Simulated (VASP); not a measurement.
Runs of VASP 6.6.1 on BaTiO3. The structure is that of space group Pm-3m (No. 221), or close to it. The cells are those of the table. 

```csv
task,potentials or basis,cell,cutoff (eV),gap on the mesh (eV),pressure (GPa)
electric field gradients,"VASP PAW PBE potentials, release 64 (Ba_sv, Ti_sv, O)","a = 4.001, b = 4.001, c = 4.019 Å, angles 91.7°, 5 atoms",520,1.55,-2.5
single point,"VASP PAW PBE potentials, release 64 (Ba_sv, Ti_sv, O)","a = 4.001, b = 4.001, c = 4.019 Å, angles 91.7°, 5 atoms",520,1.55,-2.5
single point,"VASP PAW PBE potentials, release 64 (Ba_sv, Ti_sv, O)","a = 4.000, b = 4.000, c = 4.018 Å, angles 90.6°, 5 atoms",520,1.71,-2.8
electric field gradients,"VASP PAW PBE potentials, release 64 (Ba_sv, Ti_sv, O_h)","a = 3.960, b = 3.960, c = 4.018 Å, 5 atoms",1000,(a),(b)
electric field gradients,"VASP PAW PBE potentials, release 64 (Ba_sv, Ti_sv, O_h)","a = 3.946, b = 3.946, c = 3.964 Å, 5 atoms",1000,1.84,4.7
single point,"VASP PAW PBE potentials, release 64 (Ba_sv, Ti_sv, O)","a = 4.000, b = 4.000, c = 4.018 Å, angles 88.8°, 5 atoms",520,1.69,-2.6
electric field gradients,"VASP PAW PBE potentials, release 64 (Ba_sv, Ti_sv, O)","a = 4.000, b = 4.000, c = 4.018 Å, angles 90.6°, 5 atoms",520,1.71,-2.8
```

Alike in all rows: level PBEsol; no spin polarisation; k mesh 7 × 7 × 7; smearing fermi-dirac 0.03 eV.

**Question.** Fill in the values left out.

**Answer.** (a) 1.79; (b) 0.8.

Caveats: the PAW data sets were made with another functional, which shifts forces and pressure a little; spin-orbit coupling is left out, which moves the levels of the heavy elements; the cell stands under pressure (at least some runs).

A k mesh can miss the band edges, and the runs leave out spin-orbit coupling on Ba.
